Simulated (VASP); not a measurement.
# Sc2S5 (I4/mmm) in VASP: single point with PBE

Aim: the single point of Sc2S5 with PBE.

Everything below comes from runs of VASP 6.6.1. Logs are shortened: lines on timing, memory, paths and dates and some standing lists are left out, and cuts for length are marked.

## (1) The cell of the first run

It takes space group I4/mmm (No. 139, tetragonal). The conventional cell has a = 5.153 Å, b = 5.153 Å, c = 14.753 Å, α = 90.00°, β = 90.00°, γ = 90.00°. Sc (site symmetry 4mm) has 5 S at 2.34 to 2.59 Å within 3.1 Å. S (site symmetry 4/mmm) has 2 Sc at 2.34 Å within 3.1 Å. Within 2.8 Å of S (site symmetry 2mm) lie 1 S at 2.11 Å and 2 Sc at 2.59 Å.

The cell was generated, and may not be a known phase.

## (2) Single point, PBE

The input, INCAR:

```
ALGO     = Normal         # electronic algorithm
EDIFF    = 1E-6           # SCF threshold, eV
ENCUT    = 520            # plane-wave cutoff, eV
GGA      = PE             # functional
ISIF     = 2              # what is computed and relaxed
ISMEAR   = 0              # smearing method
LASPH    = T              # aspherical terms in the spheres
LCHARG   = T              # write CHGCAR
LELF     = T              # ELF
LREAL    = F              # projectors in reciprocal space
LVHAR    = T            
LWAVE    = F              # write WAVECAR
NBANDS   = 35             # bands
NELM     = 100            # most SCF steps
PREC     = Accurate       # precision mode
SIGMA    = 0.02           # smearing width, eV
```

The input, KPOINTS:

```
k-points
0
Gamma
  8 8 8
```

The input, POSCAR:

```
Sc2S5
1.0
   -2.5765483449      2.5765483449      7.3763091774
    2.5765483449     -2.5765483449      7.3763091774
    2.5765483449      2.5765483449     -7.3763091774
Sc S
2 5
Direct
    0.3414139104      0.3414139104      0.0000000000
    0.6585860896      0.6585860896      0.0000000000
    0.5000000000      0.5000000000      0.0000000000
    0.1783795323      0.6783795323      0.5000000000
    0.6783795323      0.1783795323      0.5000000000
    0.3216204677      0.8216204677      0.5000000000
    0.8216204677      0.3216204677      0.5000000000
```

Potentials or basis: VASP PAW PBE potentials, release 64 (Sc_sv, S).

Started as:

```bash
$ cat potpaw_PBE.64/Sc_sv/POTCAR potpaw_PBE.64/S/POTCAR > POTCAR
$ mpirun -np 1 vasp_std > vasp.out
```

OUTCAR:

```text
EDIFF = 1E-6
   ENCUT = 520
   GGA = PE
   ISIF = 2
   ISMEAR = 0
   LASPH = T
   LREAL = F
   NELM = 100
   PREC = Accurate

 ion  position               nearest neighbor table
   1  0.341  0.341  0.000-   3 2.34   6 2.59   7 2.59   6 2.59   7 2.59
   2  0.659  0.659  0.000-   3 2.34   5 2.59   4 2.59   4 2.59   5 2.59
   3  0.500  0.500  0.000-   1 2.34   2 2.34
   4  0.178  0.678  0.500-   6 2.11   2 2.59   2 2.59
   5  0.678  0.178  0.500-   7 2.11   2 2.59   2 2.59
   6  0.322  0.822  0.500-   4 2.11   1 2.59   1 2.59
   7  0.822  0.322  0.500-   5 2.11   1 2.59   1 2.59

  LATTYP: Found a body centered tetragonal cell.
 ALAT       =     5.1530966898
 C/A-ratio  =     2.8628646507

  Lattice vectors:

 A1 = (  -2.5765483449,   2.5765483449,   7.3763091774)
 A2 = (   2.5765483449,  -2.5765483449,   7.3763091774)
 A3 = (   2.5765483449,   2.5765483449,  -7.3763091774)

Analysis of symmetry for initial positions (statically):
=====================================================================
 Subroutine PRICEL returns:
 Original cell was already a primitive cell.

 Routine SETGRP: Setting up the symmetry group for a
 body centered tetragonal supercell.

 Subroutine GETGRP returns: Found 16 space group operations
 (whereof 16 operations were pure point group operations)
 out of a pool of 16 trial point group operations.

The static configuration has the point symmetry D_4h.

Analysis of symmetry for dynamics (positions and initial velocities):
=====================================================================
 Subroutine PRICEL returns:
 Original cell was already a primitive cell.

 Routine SETGRP: Setting up the symmetry group for a
 body centered tetragonal supercell.

 Subroutine GETGRP returns: Found 16 space group operations
 (whereof 16 operations were pure point group operations)
 out of a pool of 16 trial point group operations.

The dynamic configuration has the point symmetry D_4h.

 Subroutine INISYM returns: Found 16 space group operations
 (whereof 16 operations are pure point group operations),
 and found     1 'primitive' translations

----------------------------------------------------------------------------------------

                                     Primitive cell

  volume of cell :     195.8735

  direct lattice vectors                    reciprocal lattice vectors
    -2.576548345  2.576548345  7.376309177     0.000000000  0.194058070  0.067784577
     2.576548345 -2.576548345  7.376309177     0.194058070  0.000000000  0.067784577
     2.576548345  2.576548345 -7.376309177     0.194058070  0.194058070  0.000000000

  length of vectors
     8.227219447  8.227219447  8.227219447     0.205556035  0.205556035  0.274439555

  position of ions in fractional coordinates (direct lattice)
     0.341413910  0.341413910  0.000000000
     0.658586090  0.658586090  0.000000000
     0.500000000  0.500000000  0.000000000
     0.178379532  0.678379532  0.500000000
     0.678379532  0.178379532  0.500000000
     0.321620468  0.821620468  0.500000000
     0.821620468  0.321620468  0.500000000

  ion indices of the primitive-cell ions
   primitive index   ion index
                 1           1
                 2           2
                 3           3
                 4           4
                 5           5
                 6           6
                 7           7

----------------------------------------------------------------------------------------

 KPOINTS: k-points

Automatic generation of k-mesh.
 Grid dimensions read from file:
 generate k-points for:    8    8    8

 Generating k-lattice:

  Cartesian coordinates                     Fractional coordinates (reciprocal lattice)
     0.000000000  0.024257259  0.008473072     0.125000000 -0.000000000  0.000000000
     0.024257259  0.000000000  0.008473072    -0.000000000  0.125000000  0.000000000
     0.024257259  0.024257259  0.000000000     0.000000000  0.000000000  0.125000000

  Length of vectors
     0.025694504  0.025694504  0.034304944

  Shift w.r.t. Gamma in fractional coordinates (k-lattice)
     0.000000000  0.000000000  0.000000000

 Subroutine IBZKPT returns following result:
 ===========================================

 Found     59 irreducible k-points:

 Following reciprocal coordinates:
            Coordinates               Weight
  0.000000  0.000000  0.000000      1.000000
  0.125000  0.000000  0.000000      8.000000
  0.250000  0.000000  0.000000      8.000000
  0.375000 -0.000000  0.000000      8.000000
  0.500000  0.000000  0.000000      4.000000
  0.125000  0.125000  0.000000      8.000000
[... 16 lines left out ...]
  0.250000  0.125000  0.125000     16.000000
  0.375000  0.125000  0.125000      8.000000
 [... further k-points ...]
   k-points           NKPTS =     59   k-points in BZ     NKDIM =     59   number of bands    NBANDS=     35
   number of dos      NEDOS =    301   number of ions     NIONS =      7
   total plane-waves  NPLWV = 262144
   dimension x,y,z NGX =    64 NGY =   64 NGZ =   64
   dimension x,y,z NGXF=   128 NGYF=  128 NGZF=  128
   ions per type =               2   5
   NGX,Y,Z   is equivalent  to a cutoff of  12.93, 12.93, 12.93 a.u.
   NGXF,Y,Z  is equivalent  to a cutoff of  25.86, 25.86, 25.86 a.u.
 SYSTEM =  unknown system
   PREC   = accura    normal or accurate (medium, high low for compatibility)
   ISTART =      0    job   : 0-new  1-cont  2-samecut
   ICHARG =      2    charge: 1-file 2-atom 10-const
   ISPIN  =      1    spin polarized calculation?
   LNONCOLLINEAR =      F non collinear calculations
   LSORBIT =      F    spin-orbit coupling
   LASPH  =      T    aspherical Exc in radial PAW
   ENCUT  =  520.0 eV  38.22 Ry    6.18 a.u.  15.30 15.30 15.30*2*pi/ulx,y,z
   NELM   =    100;   NELMIN=  2; NELMDL= -5     # of ELM steps
   EDIFF  = 0.1E-05   stopping-criterion for ELM
   LREAL  =      F    real-space projection
   EDIFFG = 0.1E-04   stopping-criterion for IOM
   NSW    =      0    number of steps for IOM
   IBRION =     -1    ionic relax: 0-MD 1-quasi-New 2-CG
   NFREE  =      0    steps in history (QN), initial steepest desc. (CG)
   ISIF   =      2    stress and relaxation
   ISYM   =      2    0-nonsym 1-usesym 2-fastsym
   POTIM  = 0.5000    time-step for ionic-motion
   TEBEG  =    0.0;   TEEND  =   0.0 temperature during run
   PSTRESS=    0.0 pullay stress
   NELECT =      52.0000    total number of electrons
   NUPDOWN=      -1.0000    fix difference up-down
   EMIN   =  10.00;   EMAX   =-10.00  energy-range for DOS
   EFERMI =   0.00;   METHOD = LEGACY
   ISMEAR =     0;   SIGMA  =   0.02  broadening in eV -4-tet -1-fermi 0-gaus
   EFERMI_NEDOS =   21; number of points for ismear=-14 and -15
   IALGO  =     38    algorithm
   IMIX   =      4    mixing-type and parameters
     AMIX     =   0.40;   BMIX     =  1.00
     AMIX_MAG =   1.60;   BMIX_MAG =  1.00
  volume/ion in A,a.u.               =      27.98       188.83
  Fermi-wavevector in a.u.,A,eV,Ry     =   1.052165  1.988304 15.062359  1.107052
  Thomas-Fermi vector in A             =   2.187237
   LORBIT       =      0    0 simple, 1 ext, 2 COOP (PROOUT), +10 PAW based schemes
   GGA     = PE    functional components
   LHFCALC =     F    Hartree Fock is set to
   AEXX    =    0.0000 exact exchange contribution
   IVDW    =     0    specifies the selected vdW correction
   LEPSILON=     F    determine dielectric tensor
   LRPA    =     F    only Hartree local field effects (RPA)
 non-spin polarized calculation
 Gauss-broadening in eV      SIGMA  =   0.02
  energy-cutoff  :      520.00
  volume of cell :      195.87
 maximum number of plane-waves:      5339
 NGX is ok and might be reduce to    64
   NGX = 31   NGY = 31   NGZ = 31

 number of electron      52.0000001 magnetization

 Free energy of the ion-electron system (eV)
  ---------------------------------------------------
  ext. energy  EPLUGINS =         0.00000000
  ---------------------------------------------------
  free energy    TOTEN  =       -40.54182733 eV

  energy without entropy =      -40.54182733  energy(sigma->0) =      -40.54182733

 E-fermi :   1.9094     XC(G=0):  -7.9468

 val. band max:        1.7993312055   @ k =   0.5000   0.5000   0.5000
 cond. band min:       2.8321692639   @ k =   0.5000   0.5000   0.0000
 fundamental gap:      1.0328380584
 Fermi energy:         1.9094493500

 k-point     1 :       0.0000    0.0000    0.0000
  band No.  band energies     occupation
      1     -47.9407      2.00000
      2     -47.9400      2.00000
      3     -26.6627      2.00000
      4     -26.6470      2.00000
      5     -26.5400      2.00000
      6     -26.5400      2.00000
[... 27 lines left out ...]
     34       4.4438      0.00000
     35       4.5341      0.00000

 k-point     2 :       0.1250    0.0000    0.0000
  band No.  band energies     occupation
      1     -47.9406      2.00000
      2     -47.9400      2.00000
      3     -26.6624      2.00000
      4     -26.6473      2.00000
      5     -26.5408      2.00000
      6     -26.5399      2.00000
[... 27 lines left out ...]
     34       4.5505      0.00000
     35       4.6128      0.00000

 k-point     3 :       0.2500    0.0000    0.0000
  band No.  band energies     occupation
      1     -47.9405      2.00000
      2     -47.9400      2.00000
      3     -26.6616      2.00000
      4     -26.6480      2.00000
      5     -26.5428      2.00000
      6     -26.5404      2.00000
[... 27 lines left out ...]
     34       4.6571      0.00000
     35       4.7880      0.00000
[... 723 lines left out ...]
 k-point    23 :       0.2500    0.1250    0.1250
  band No.  band energies     occupation
      1     -47.9404      2.00000
      2     -47.9401      2.00000
      3     -26.6605      2.00000
      4     -26.6487      2.00000
      5     -26.5459      2.00000
      6     -26.5450      2.00000
[... 27 lines left out ...]
     34       5.1196      0.00000
     35       5.2573      0.00000

 k-point    24 :       0.3750    0.1250    0.1250
  band No.  band energies     occupation
      1     -47.9403      2.00000
      2     -47.9401      2.00000
      3     -26.6602      2.00000
      4     -26.6489      2.00000
      5     -26.5464      2.00000
      6     -26.5463      2.00000
[... 27 lines left out ...]
     34       5.2806      0.00000
     35       5.2972      0.00000

 [... further k-points ...]
[... 5 lines left out ...]
  --------------------------------------------------------------------------------------
  -------------------------------------------------------------------------------------
  Total        0.0915479      0.0915479     -0.3709661      0.0000000      0.0000000      0.0000000
  in kB        0.7488301      0.7488301     -3.0343738      0.0000000      0.0000000      0.0000000
  external PRESSURE =      -0.5122379 kB  Pullay stress =       0.0000000 kB

 VOLUME and BASIS-vectors are now :
 -----------------------------------------------------------------------------
  energy-cutoff  :      520.00
  volume of cell :      195.87
      direct lattice vectors                 reciprocal lattice vectors
    -2.576548345  2.576548345  7.376309177     0.000000000  0.194058070  0.067784577
     2.576548345 -2.576548345  7.376309177     0.194058070  0.000000000  0.067784577
     2.576548345  2.576548345 -7.376309177     0.194058070  0.194058070  0.000000000

 POSITION                                       TOTAL-FORCE (eV/Angst)
 -----------------------------------------------------------------------------------
      0.00000      0.00000      5.03675         0.000000      0.000000     -0.025331
      0.00000      0.00000      9.71587         0.000000      0.000000      0.025331
      0.00000      0.00000      7.37631         0.000000      0.000000      0.000000
      2.57655      0.00000      2.63157        -0.000000     -0.000000      0.109665
      0.00000      2.57655      2.63157        -0.000000     -0.000000      0.109665
      2.57655      0.00000      4.74474         0.000000      0.000000     -0.109665
      0.00000      2.57655      4.74474         0.000000      0.000000     -0.109665
 -----------------------------------------------------------------------------------
    total drift:                               -0.000000     -0.000000      0.000000

  FREE ENERGIE OF THE ION-ELECTRON SYSTEM (eV)
  ---------------------------------------------------
  free  energy   TOTEN  =       -40.5418273297 eV

  energy  without entropy=      -40.5418273297  energy(sigma->0) =      -40.54182733
```

It took 22 min on 1 thread of Intel Xeon Platinum 8259CL at 2.50GHz (Skylake/Cascade Lake), shared host; peak memory 0.71 GiB.

Results:

```
Free energy            : -40.5418 eV
Pressure               : -0.1 GPa
Largest force          : 0.110 eV/Å
Band gap on the k mesh : 1.03 eV (least direct gap 1.13 eV)
```

Forces on the atoms (eV/Å):
```
Sc   0.000  0.000 -0.025
Sc   0.000  0.000  0.025
S    0.000  0.000  0.000
S    0.000  0.000  0.110
S    0.000  0.000  0.110
S    0.000  0.000 -0.110
S    0.000  0.000 -0.110
```

A k mesh can miss the band edges.
